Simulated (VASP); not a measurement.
# In in VASP: a series of runs

The runs below take In through single point, with LDA.

Program: VASP 6.6.1. These are calculated values, not measurements. Logs are shortened: lines on timing, memory, paths and dates and some standing lists are left out, and cuts for length are marked.

## 1. The cell of the first run

The typed cell holds 1 atom: a = 3.266 Å, b = 3.266 Å, c = 3.266 Å, α = 120.00°, β = 120.00°, γ = 89.99°.

## 2. Single point, LDA

INCAR

```
SYSTEM = In
PREC     = Accurate       ! precision mode
ENCUT    = 520            ! plane-wave cutoff, eV
EDIFF    = 1E-6           ! SCF threshold, eV
ISMEAR   = 0              ! smearing method
SIGMA    = 0.1            ! smearing width, eV
LREAL    = .False.        ! projectors in reciprocal space
LASPH    = .True.         ! aspherical terms in the spheres
NELM     = 80             ! most SCF steps
ALGO     = Fast           ! electronic algorithm
ISIF     = 2              ! what is computed and relaxed
LWAVE    = .False.        ! write WAVECAR
LCHARG   = .False.        ! write CHGCAR
NBANDS   = 12             ! bands
```

KPOINTS

```
Automatic mesh
0
Gamma
  18 18 18
  0 0 0
```

POSCAR

```
In
1.0
   -1.6329827993      1.6329827993      2.3096678172
    1.6329827993     -1.6329827993      2.3096678172
    1.6329827993      1.6329827993     -2.3096678172
In
1
Direct
    0.0000000000      0.0000000000      0.0000000000
```

Potentials or basis: VASP PAW LDA potentials, release 64 (In_d).

Run with:

```sh
$ cat potpaw_LDA.64/In_d/POTCAR > POTCAR
$ mpirun -np 1 vasp_std > vasp.out
```

OUTCAR:

```text
SYSTEM = In
   PREC = Accurate
   ENCUT = 520
   EDIFF = 1E-6
   ISMEAR = 0
   LREAL = .False.
   LASPH = .True.
   NELM = 80
   ISIF = 2

 ion  position               nearest neighbor table
   1  0.000  0.000  0.000-

  LATTYP: Found a body centered tetragonal cell.
 ALAT       =     3.2659655986
 C/A-ratio  =     1.4143858822

  Lattice vectors:

 A1 = (  -1.6329827993,   1.6329827993,   2.3096678172)
 A2 = (   1.6329827993,  -1.6329827993,   2.3096678172)
 A3 = (   1.6329827993,   1.6329827993,  -2.3096678172)

Analysis of symmetry for initial positions (statically):
=====================================================================
 Subroutine PRICEL returns:
 Original cell was already a primitive cell.

 Routine SETGRP: Setting up the symmetry group for a
 body centered tetragonal supercell.

 Subroutine GETGRP returns: Found 16 space group operations
 (whereof 16 operations were pure point group operations)
 out of a pool of 16 trial point group operations.

The static configuration has the point symmetry D_4h.

Analysis of symmetry for dynamics (positions and initial velocities):
=====================================================================
 Subroutine PRICEL returns:
 Original cell was already a primitive cell.

 Routine SETGRP: Setting up the symmetry group for a
 body centered tetragonal supercell.

 Subroutine GETGRP returns: Found 16 space group operations
 (whereof 16 operations were pure point group operations)
 out of a pool of 16 trial point group operations.

The dynamic configuration has the point symmetry D_4h.

 Subroutine INISYM returns: Found 16 space group operations
 (whereof 16 operations are pure point group operations),
 and found     1 'primitive' translations

----------------------------------------------------------------------------------------

                                     Primitive cell

  volume of cell :      24.6361

  direct lattice vectors                    reciprocal lattice vectors
    -1.632982799  1.632982799  2.309667817     0.000000000  0.306188161  0.216481347
     1.632982799 -1.632982799  2.309667817     0.306188161  0.000000000  0.216481347
     1.632982799  1.632982799 -2.309667817     0.306188161  0.306188161  0.000000000

  length of vectors
     3.266164581  3.266164581  3.266164581     0.374987151  0.374987151  0.433015450

  position of ions in fractional coordinates (direct lattice)
     0.000000000  0.000000000  0.000000000

  ion indices of the primitive-cell ions
   primitive index   ion index
                 1           1

----------------------------------------------------------------------------------------

 KPOINTS: Automatic mesh

Automatic generation of k-mesh.
 Grid dimensions read from file:
 generate k-points for:   18   18   18

 Generating k-lattice:

  Cartesian coordinates                     Fractional coordinates (reciprocal lattice)
     0.000000000  0.017010453  0.012026741     0.055555556  0.000000000 -0.000000000
     0.017010453  0.000000000  0.012026741     0.000000000  0.055555556 -0.000000000
     0.017010453  0.017010453  0.000000000     0.000000000  0.000000000  0.055555556

  Length of vectors
     0.020832619  0.020832619  0.024056414

  Shift w.r.t. Gamma in fractional coordinates (k-lattice)
     0.000000000  0.000000000  0.000000000

 Subroutine IBZKPT returns following result:
 ===========================================

 Found    480 irreducible k-points:

 Following reciprocal coordinates:
            Coordinates               Weight
  0.000000  0.000000  0.000000      1.000000
  0.055556  0.000000 -0.000000      8.000000
  0.111111  0.000000 -0.000000      8.000000
  0.166667  0.000000  0.000000      8.000000
  0.222222 -0.000000  0.000000      8.000000
  0.277778  0.000000  0.000000      8.000000
[... 16 lines left out ...]
 -0.277778  0.055556 -0.000000     16.000000
 -0.222222  0.055556 -0.000000     16.000000
 [... further k-points ...]
   k-points           NKPTS =    480   k-points in BZ     NKDIM =    480   number of bands    NBANDS=     12
   number of dos      NEDOS =    301   number of ions     NIONS =      1
   total plane-waves  NPLWV =  13824
   dimension x,y,z NGX =    24 NGY =   24 NGZ =   24
   dimension x,y,z NGXF=    48 NGYF=   48 NGZF=   48
   ions per type =               1
   NGX,Y,Z   is equivalent  to a cutoff of  12.22, 12.22, 12.22 a.u.
   NGXF,Y,Z  is equivalent  to a cutoff of  24.43, 24.43, 24.43 a.u.
 SYSTEM =  In
   PREC   = accura    normal or accurate (medium, high low for compatibility)
   ISTART =      0    job   : 0-new  1-cont  2-samecut
   ICHARG =      2    charge: 1-file 2-atom 10-const
   ISPIN  =      1    spin polarized calculation?
   LNONCOLLINEAR =      F non collinear calculations
   LSORBIT =      F    spin-orbit coupling
   LASPH  =      T    aspherical Exc in radial PAW
   ENCUT  =  520.0 eV  38.22 Ry    6.18 a.u.   6.07  6.07  6.07*2*pi/ulx,y,z
   NELM   =     80;   NELMIN=  2; NELMDL= -5     # of ELM steps
   EDIFF  = 0.1E-05   stopping-criterion for ELM
   LREAL  =      F    real-space projection
   EDIFFG = 0.1E-04   stopping-criterion for IOM
   NSW    =      0    number of steps for IOM
   IBRION =     -1    ionic relax: 0-MD 1-quasi-New 2-CG
   NFREE  =      0    steps in history (QN), initial steepest desc. (CG)
   ISIF   =      2    stress and relaxation
   ISYM   =      2    0-nonsym 1-usesym 2-fastsym
   POTIM  = 0.5000    time-step for ionic-motion
   TEBEG  =    0.0;   TEEND  =   0.0 temperature during run
   PSTRESS=    0.0 pullay stress
   NELECT =      13.0000    total number of electrons
   NUPDOWN=      -1.0000    fix difference up-down
   EMIN   =  10.00;   EMAX   =-10.00  energy-range for DOS
   EFERMI =   0.00;   METHOD = LEGACY
   ISMEAR =     0;   SIGMA  =   0.10  broadening in eV -4-tet -1-fermi 0-gaus
   EFERMI_NEDOS =   21; number of points for ismear=-14 and -15
   IALGO  =     68    algorithm
   IMIX   =      4    mixing-type and parameters
     AMIX     =   0.40;   BMIX     =  1.00
     AMIX_MAG =   1.60;   BMIX_MAG =  1.00
  volume/ion in A,a.u.               =      24.64       166.25
  Fermi-wavevector in a.u.,A,eV,Ry     =   1.322914  2.499945 23.811586  1.750102
  Thomas-Fermi vector in A             =   2.452561
   LORBIT       =      0    0 simple, 1 ext, 2 COOP (PROOUT), +10 PAW based schemes
   GGA     = CA    functional components
   LHFCALC =     F    Hartree Fock is set to
   AEXX    =    0.0000 exact exchange contribution
   IVDW    =     0    specifies the selected vdW correction
   LEPSILON=     F    determine dielectric tensor
   LRPA    =     F    only Hartree local field effects (RPA)
 non-spin polarized calculation
 RMM-DIIS sequential band-by-band and
 Gauss-broadening in eV      SIGMA  =   0.10
  energy-cutoff  :      520.00
  volume of cell :       24.64
 maximum number of plane-waves:       680
   NGX = 13   NGY = 13   NGZ = 13

 number of electron      13.0000007 magnetization

 Free energy of the ion-electron system (eV)
  ---------------------------------------------------
  ext. energy  EPLUGINS =         0.00000000
  ---------------------------------------------------
  free energy    TOTEN  =        -3.21875156 eV

  energy without entropy =       -3.21652633  energy(sigma->0) =       -3.21763894

 E-fermi :   7.9393     XC(G=0): -10.8161

 val. band max:        7.9234342289   @ k =   0.2222   0.2222   0.2222
 cond. band min:       7.9459552238   @ k =  -0.3333   0.4444   0.1111
 fundamental gap:      0.0225209948
 Fermi energy:         7.9393471764

 k-point     1 :       0.0000    0.0000    0.0000
  band No.  band energies     occupation
      1      -6.6969      2.00000
      2      -6.6967      2.00000
      3      -6.6967      2.00000
      4      -6.4910      2.00000
      5      -6.4907      2.00000
      6      -2.0679      2.00000
      7      18.9279      0.00000
      8      18.9279      0.00000
      9      18.9282      0.00000
     10      19.6672      0.00000
     11      22.4848      0.00000
     12      22.4849      0.00000

 k-point     2 :       0.0556    0.0000   -0.0000
  band No.  band energies     occupation
      1      -6.6981      2.00000
      2      -6.6904      2.00000
      3      -6.6903      2.00000
      4      -6.4919      2.00000
      5      -6.4917      2.00000
      6      -1.9973      2.00000
      7      17.9612      0.00000
      8      18.7984      0.00000
      9      18.7985      0.00000
     10      19.5603      0.00000
     11      22.7034      0.00000
     12      22.7035      0.00000

 k-point     3 :       0.1111    0.0000   -0.0000
  band No.  band energies     occupation
      1      -6.7023      2.00000
      2      -6.6737      2.00000
      3      -6.6736      2.00000
      4      -6.4926      2.00000
      5      -6.4924      2.00000
      6      -1.7840      2.00000
      7      16.0878      0.00000
      8      18.4822      0.00000
      9      18.4824      0.00000
     10      19.5237      0.00000
     11      23.2846      0.00000
     12      23.3001      0.00000

 k-point     4 :       0.1667    0.0000    0.0000
  band No.  band energies     occupation
      1      -6.7107      2.00000
      2      -6.6552      2.00000
      3      -6.6551      2.00000
      4      -6.4861      2.00000
      5      -6.4860      2.00000
      6      -1.4249      2.00000
      7      14.0964      0.00000
      8      18.0949      0.00000
      9      18.0956      0.00000
     10      19.4911      0.00000
     11      23.3307      0.00000
     12      23.8063      0.00000

 k-point     5 :       0.2222   -0.0000    0.0000
  band No.  band energies     occupation
      1      -6.7237      2.00000
      2      -6.6464      2.00000
      3      -6.6463      2.00000
      4      -6.4638      2.00000
      5      -6.4637      2.00000
      6      -0.9166      2.00000
      7      12.1421      0.00000
      8      17.7082      0.00000
      9      17.7092      0.00000
     10      19.4324      0.00000
     11      22.8297      0.00000
     12      22.9750      0.00000
[... 228 lines left out ...]
      1      -6.7655      2.00000
      2      -6.6736      2.00000
      3      -6.6577      2.00000
      4      -6.3825      2.00000
      5      -6.3371      2.00000
      6       1.2381      2.00000
      7       7.4547      2.00000
      8      16.2227      0.00000
      9      16.7556      0.00000
     10      18.6984      0.00000
     11      21.6981      0.00000
     12      22.1336      0.00000

 k-point    22 :      -0.3333    0.0556    0.0000
  band No.  band energies     occupation
      1      -6.7515      2.00000
      2      -6.6595      2.00000
      3      -6.6451      2.00000
      4      -6.4271      2.00000
      5      -6.3736      2.00000
      6       0.3305      2.00000
      7       9.1385      0.00000
      8      16.3402      0.00000
      9      17.1536      0.00000
     10      19.0140      0.00000
     11      21.6209      0.00000
     12      22.7491      0.00000

 k-point    23 :      -0.2778    0.0556   -0.0000
  band No.  band energies     occupation
      1      -6.7372      2.00000
      2      -6.6465      2.00000
      3      -6.6355      2.00000
      4      -6.4706      2.00000
      5      -6.4146      2.00000
      6      -0.4295      2.00000
      7      10.9380      0.00000
      8      16.5696      0.00000
      9      17.5350      0.00000
     10      19.4577      0.00000
     11      21.5707      0.00000
     12      23.2359      0.00000

 k-point    24 :      -0.2222    0.0556   -0.0000
  band No.  band energies     occupation
      1      -6.7253      2.00000
      2      -6.6424      2.00000
      3      -6.6352      2.00000
      4      -6.5016      2.00000
      5      -6.4498      2.00000
      6      -1.0387      2.00000
      7      12.8360      0.00000
      8      16.9006      0.00000
      9      17.8889      0.00000
     10      19.8394      0.00000
     11      21.6615      0.00000
     12      23.3792      0.00000

 [... further k-points ...]

------------------------ aborting loop because EDIFF is reached ----------------------------------------

  FORCE on cell =-STRESS in cart. coord.  units (eV):
  Direction    XX          YY          ZZ          XY          YZ          ZX
  --------------------------------------------------------------------------------------
  -------------------------------------------------------------------------------------
  Total        0.0100075      0.0100075      0.0099303      0.0000000      0.0000000      0.0000000
  in kB        0.6508206      0.6508206      0.6458013      0.0000000      0.0000000      0.0000000
  external PRESSURE =       0.6491475 kB  Pullay stress =       0.0000000 kB

 VOLUME and BASIS-vectors are now :
 -----------------------------------------------------------------------------
  energy-cutoff  :      520.00
  volume of cell :       24.64
      direct lattice vectors                 reciprocal lattice vectors
    -1.632982799  1.632982799  2.309667817     0.000000000  0.306188161  0.216481347
     1.632982799 -1.632982799  2.309667817     0.306188161  0.000000000  0.216481347
     1.632982799  1.632982799 -2.309667817     0.306188161  0.306188161  0.000000000

 POSITION                                       TOTAL-FORCE (eV/Angst)
 -----------------------------------------------------------------------------------
      0.00000      0.00000      0.00000         0.000000      0.000000      0.000000
 -----------------------------------------------------------------------------------
    total drift:                                0.000000      0.000000     -0.000000

  FREE ENERGIE OF THE ION-ELECTRON SYSTEM (eV)
  ---------------------------------------------------
  free  energy   TOTEN  =        -3.2187515559 eV

  energy  without entropy=       -3.2165263311  energy(sigma->0) =       -3.21763894
```

It took 33 s on 1 thread of Intel Xeon 6975P-C (Granite Rapids), shared host; peak memory 0.23 GiB.

Results:

- Free energy: -3.2188 eV
- Pressure: 0.1 GPa

Caveat: spin-orbit coupling is left out, which moves the levels of the heavy elements.

(Part 1 of 2 ends here.)
